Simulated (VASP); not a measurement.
Here is a VASP 6.6.1 calculation.

The input INCAR:

```
SYSTEM = Ti3O4
ALGO     = Normal         ! electronic algorithm
EDIFF    = 1E-6           ! SCF threshold, eV
ENCUT    = 520            ! plane-wave cutoff, eV
GGA      = PS             ! functional
ISIF     = 2              ! what is computed and relaxed
ISMEAR   = 0              ! smearing method
LASPH    = .TRUE.         ! aspherical terms in the spheres
LCHARG   = .TRUE.         ! write CHGCAR
LELF     = .TRUE.         ! ELF
LREAL    = .FALSE.        ! projectors in reciprocal space
LVHAR    = .TRUE.       
LWAVE    = .FALSE.        ! write WAVECAR
NBANDS   = 39             ! bands
NELM     = 80             ! most SCF steps
PREC     = Accurate       ! precision mode
SIGMA    = 0.15           ! smearing width, eV
```

The input KPOINTS:

```
k-points
0
G
  8 8 12
  0 0 0
```

Contents of POSCAR:

```
Ti3O4
1.0
    2.9059979528     -4.0649883275      0.0000092430
    2.9058160590      4.0648568693      0.0000108627
    0.0000102468      0.0000005966      2.9613208582
Ti O
3 4
Direct
   -0.0110928097      0.0110720217      0.5000048386
    0.5216688376      0.0059935013     -0.0000099068
   -0.0059833186      0.4782954034      0.0000052012
    0.7730781144      0.7583512740      0.0000068395
    0.2483546241      0.7516346591      0.4999995040
    0.2416676562      0.2269512605     -0.0000031491
    0.7323068960      0.2677018799      0.4999966730
```

Potentials or basis: VASP PAW PBE potentials, release 64 (Ti_sv, O).

The run is started by

```sh
$ cat potpaw_PBE.64/Ti_sv/POTCAR potpaw_PBE.64/O/POTCAR > POTCAR
$ mpirun -np 1 vasp_std > vasp.out
```

Question: Predict the pressure.

Answer: 0.8 GPa.

Question: Predict the largest force.

Answer: 0.032 eV/Å.

Question: Predict the band gap on the k mesh.

Answer: Zero (bands 30 and 31 overlap by 0.89 eV).

Forces on the atoms (eV/Å):
```
Ti   0.001 -0.018  0.000
Ti  -0.028  0.009  0.000
Ti   0.029  0.011  0.000
O   -0.031 -0.008  0.000
O    0.000 -0.015  0.000
O    0.030 -0.009  0.000
O   -0.001  0.030  0.000
```

Caveat: the PAW data sets were made with another functional, which shifts forces and pressure a little; semilocal functionals often make such compounds metallic where correlation or magnetic order opens a gap, which also shifts bond lengths.
